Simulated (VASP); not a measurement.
# TiO2 (P4_2/mnm) in VASP: relaxation of cell and atoms with LDA

Aim: the relaxation of cell and atoms of TiO2 with LDA.

Program: VASP 6.6.1. These are calculated values, not measurements. Logs are shortened: lines on timing, memory, paths and dates and some standing lists are left out, and cuts for length are marked.

## Step 1: The cell of the first run

Symmetry: P4_2/mnm, No. 136, tetragonal system. The conventional cell has a = 4.643 Å, b = 4.643 Å, c = 2.964 Å, α = 90.00°, β = 90.00°, γ = 90.00°. Within 2.6 Å of Ti (site symmetry mmm) lie 6 O at 1.96 to 2.00 Å. Within 2.6 Å of O (site symmetry m2m) lie 3 Ti at 1.96 to 2.00 Å and 1 O at 2.56 Å.

## Step 2: Relaxation of cell and atoms, LDA

INCAR reads:

```
PREC = Accurate
ENCUT = 600
EDIFF = 1E-6
ISMEAR = -1
SIGMA = 0.02
LREAL = F
LASPH = T
NELM = 100
ALGO = Normal
ISIF = 3
LWAVE = F
LCHARG = F
GGA = CA
IBRION = 2
NSW = 80
EDIFFG = -0.005
```

KPOINTS reads:

```
Automatic mesh
0
Gamma
  6 6 8
```

POSCAR reads:

```
TiO2
1.0
    4.6433015421      0.0000000000      0.0000000000
    0.0000000000      4.6433015421      0.0000000000
    0.0000000000      0.0000000000      2.9640763260
Ti O
2 4
Direct
    0.0000000000      0.0000000000      0.0000000000
    0.5000000000      0.5000000000      0.5000000000
    0.3051320929      0.3051320929      0.0000000000
    0.1948679071      0.8051320929      0.5000000000
    0.8051320929      0.1948679071      0.5000000000
    0.6948679071      0.6948679071      0.0000000000
```

Potentials or basis: VASP PAW LDA potentials, release 64 (Ti_sv, O).

Command:

```bash
cat potpaw_LDA.64/Ti_sv/POTCAR potpaw_LDA.64/O/POTCAR > POTCAR
mpirun -np 1 vasp_std > vasp.out
```

OUTCAR:

```text
PREC = Accurate
   ENCUT = 600
   EDIFF = 1E-6
   ISMEAR = -1
   LREAL = F
   LASPH = T
   NELM = 100
   ISIF = 3
   GGA = CA
   IBRION = 2
   NSW = 80
   EDIFFG = -0.005

 ion  position               nearest neighbor table
   1  0.000  0.000  0.000-   4 1.96   5 1.96   4 1.96   5 1.96   3 2.00   6 2.00
   2  0.500  0.500  0.500-   3 1.96   6 1.96   3 1.96   6 1.96   5 2.00   4 2.00
   3  0.305  0.305  0.000-   2 1.96   2 1.96   1 2.00
   4  0.195  0.805  0.500-   1 1.96   1 1.96   2 2.00
   5  0.805  0.195  0.500-   1 1.96   1 1.96   2 2.00
   6  0.695  0.695  0.000-   2 1.96   2 1.96   1 2.00

  LATTYP: Found a simple tetragonal cell.
 ALAT       =     4.6433015421
 C/A-ratio  =     0.6383553381

  Lattice vectors:

 A1 = (   4.6433015421,   0.0000000000,   0.0000000000)
 A2 = (   0.0000000000,   4.6433015421,   0.0000000000)
 A3 = (   0.0000000000,   0.0000000000,   2.9640763260)

Analysis of symmetry for initial positions (statically):
=====================================================================
 Subroutine PRICEL returns:
 Original cell was already a primitive cell.

 Routine SETGRP: Setting up the symmetry group for a
 simple tetragonal supercell.

 Subroutine GETGRP returns: Found 16 space group operations
 (whereof  8 operations were pure point group operations)
 out of a pool of 16 trial point group operations.

The static configuration has the point symmetry D_2h.
 The point group associated with its full space group is D_4h.

Analysis of symmetry for dynamics (positions and initial velocities):
=====================================================================
 Subroutine PRICEL returns:
 Original cell was already a primitive cell.

 Routine SETGRP: Setting up the symmetry group for a
 simple tetragonal supercell.

 Subroutine GETGRP returns: Found 16 space group operations
 (whereof  8 operations were pure point group operations)
 out of a pool of 16 trial point group operations.

The dynamic configuration has the point symmetry D_2h.
 The point group associated with its full space group is D_4h.

 Subroutine INISYM returns: Found 16 space group operations
 (whereof  8 operations are pure point group operations),
 and found     1 'primitive' translations

----------------------------------------------------------------------------------------

[... 114 lines left out ...]
   EFERMI =   0.00;   METHOD = LEGACY
   ISMEAR =    -1;   SIGMA  =   0.02  broadening in eV -4-tet -1-fermi 0-gaus
   EFERMI_NEDOS =   21; number of points for ismear=-14 and -15
   IALGO  =     38    algorithm
   IMIX   =      4    mixing-type and parameters
     AMIX     =   0.40;   BMIX     =  1.00
     AMIX_MAG =   1.60;   BMIX_MAG =  1.00
  volume/ion in A,a.u.               =      10.65        71.88
  Fermi-wavevector in a.u.,A,eV,Ry     =   1.488130  2.812158 30.130520  2.214531
  Thomas-Fermi vector in A             =   2.601203
   LORBIT       =      0    0 simple, 1 ext, 2 COOP (PROOUT), +10 PAW based schemes
   GGA     = CA    functional components
   LHFCALC =     F    Hartree Fock is set to
   AEXX    =    0.0000 exact exchange contribution
   IVDW    =     0    specifies the selected vdW correction
   LEPSILON=     F    determine dielectric tensor
   LRPA    =     F    only Hartree local field effects (RPA)
 conjugate gradient relaxation of ions
 non-spin polarized calculation
  energy-cutoff  :      600.00
  volume of cell :       63.91
 maximum number of plane-waves:      2154
 NGX is ok and might be reduce to    40
   NGX = 19   NGY = 19   NGZ = 11

--------------------------------------- Ionic step        1  -------------------------------------------

 number of electron      47.9999979 magnetization

 Free energy of the ion-electron system (eV)
  ---------------------------------------------------
  ext. energy  EPLUGINS =         0.00000000
  ---------------------------------------------------
  free energy    TOTEN  =       -58.66948794 eV

  energy without entropy =      -58.66948794  energy(sigma->0) =      -58.66948794

------------------------ aborting loop because EDIFF is reached ----------------------------------------

  FORCE on cell =-STRESS in cart. coord.  units (eV):
  Direction    XX          YY          ZZ          XY          YZ          ZX
  --------------------------------------------------------------------------------------
  -------------------------------------------------------------------------------------
  Total       -4.5271056     -4.5271056     -5.2781752     -0.0000000      0.0000000      0.0000000
  in kB     -113.4979585   -113.4979585   -132.3278400     -0.0000000      0.0000000      0.0000000
  external PRESSURE =    -119.7745857 kB  Pullay stress =       0.0000000 kB
[... 101 lines left out ...]
  FREE ENERGIE OF THE ION-ELECTRON SYSTEM (eV)
  ---------------------------------------------------
  free  energy   TOTEN  =       -58.7917033898 eV

  energy  without entropy=      -58.7917033898  energy(sigma->0) =      -58.79170339

[... ionic steps 4 to 7 ...]

--------------------------------------- Ionic step        8  -------------------------------------------

 number of electron      48.0000001 magnetization

------------------------ aborting loop because EDIFF is reached ----------------------------------------
[... 75 lines left out ...]
--------------------------------------- Ionic step       10  -------------------------------------------

 number of electron      48.0000001 magnetization

 Free energy of the ion-electron system (eV)
  ---------------------------------------------------
  ext. energy  EPLUGINS =         0.00000000
  ---------------------------------------------------
  free energy    TOTEN  =       -58.79883114 eV

  energy without entropy =      -58.79883114  energy(sigma->0) =      -58.79883114

 E-fermi :   5.3470     XC(G=0): -12.1542

 val. band max:        4.8835021339   @ k =   0.0000   0.0000   0.0000
 cond. band min:       6.6992267584   @ k =   0.0000   0.0000   0.0000
 fundamental gap:      1.8157246245
 Fermi energy:         5.3470299711

 k-point     1 :       0.0000    0.0000    0.0000
  band No.  band energies     occupation
      1     -51.2112      2.00000
      2     -51.1895      2.00000
      3     -27.9537      2.00000
      4     -27.9537      2.00000
      5     -27.7606      2.00000
      6     -27.7606      2.00000
[... 733 lines left out ...]
     27       8.1373      0.00000
     28       8.1373      0.00000

 [... further k-points ...]
[... 5 lines left out ...]
  --------------------------------------------------------------------------------------
  -------------------------------------------------------------------------------------
  Total       -0.0246746     -0.0246746      0.0093061      0.0000000      0.0000000      0.0000000
  in kB       -0.6528753     -0.6528753      0.2462335      0.0000000      0.0000000      0.0000000
  external PRESSURE =      -0.3531723 kB  Pullay stress =       0.0000000 kB
[... 21 lines left out ...]
  FREE ENERGIE OF THE ION-ELECTRON SYSTEM (eV)
  ---------------------------------------------------
  free  energy   TOTEN  =       -58.7988311428 eV

  energy  without entropy=      -58.7988311428  energy(sigma->0) =      -58.79883114

 reached required accuracy - stopping structural energy minimisation
```

Wall time 12 min (1 thread of Intel Xeon 8259CL, shared host); peak memory 0.23 GiB.

What came out:

```yaml
Free_energy: -58.7988 eV
Relaxed_volume: 10.09 Å³/atom
Relaxed_cell: a = 4.553 Å, b = 4.553 Å, c = 2.921 Å, α = 90.00°, β = 90.00°, γ = 90.00°
Space_group_after_relaxing_to_0.1_Å: P4_2/mnm (No. 136)
Energy_gained_by_relaxing: 21.6 meV/atom
Ionic_steps: 10
Pressure_after_relaxing: 0.0 GPa
Band_gap_on_the_k_mesh: 1.82 eV
```

The path:
| step | energy change (eV) | largest force (eV/Å) | pressure (GPa) | volume (Å³) |
| --- | --- | --- | --- | --- |
| 1 | 0.0000 | 0.1027 | -11.98 | 63.91 |
| 2 | 0.1283 | 0.7725 | 20.66 | 56.82 |
| 3 | -0.1222 | 0.2120 | -0.37 | 60.86 |
| 4 | -0.1223 | 0.2192 | -0.16 | 60.80 |
| 5 | -0.1292 | 0.0256 | 0.05 | 60.56 |
| 6 | -0.1293 | 0.0091 | 0.08 | 60.52 |
| 7 | -0.1293 | 0.0045 | 0.07 | 60.52 |
| 8 | -0.1293 | 0.0012 | -0.08 | 60.56 |
| 9 | -0.1293 | 0.0017 | -0.09 | 60.56 |
| 10 | -0.1293 | 0.0018 | -0.04 | 60.55 |

Final structure:
```yaml
crystal:
  lattice:
    - [4.55284, 0.00000, 0.00000]
    - [0.00000, 4.55284, 0.00000]
    - [0.00000, 0.00000, 2.92122]
  atoms:
    - { symbol: Ti, position: [0.00000, 0.00000, 0.00000] }
    - { symbol: Ti, position: [0.50000, 0.50000, 0.50000] }
    - { symbol: O, position: [0.30383, 0.30383, 0.00000] }
    - { symbol: O, position: [0.19617, 0.80383, 0.50000] }
    - { symbol: O, position: [0.80383, 0.19617, 0.50000] }
    - { symbol: O, position: [0.69617, 0.69617, 0.00000] }
```

Caveat: the structure was generated, so it needn't be the stable form of TiO2.
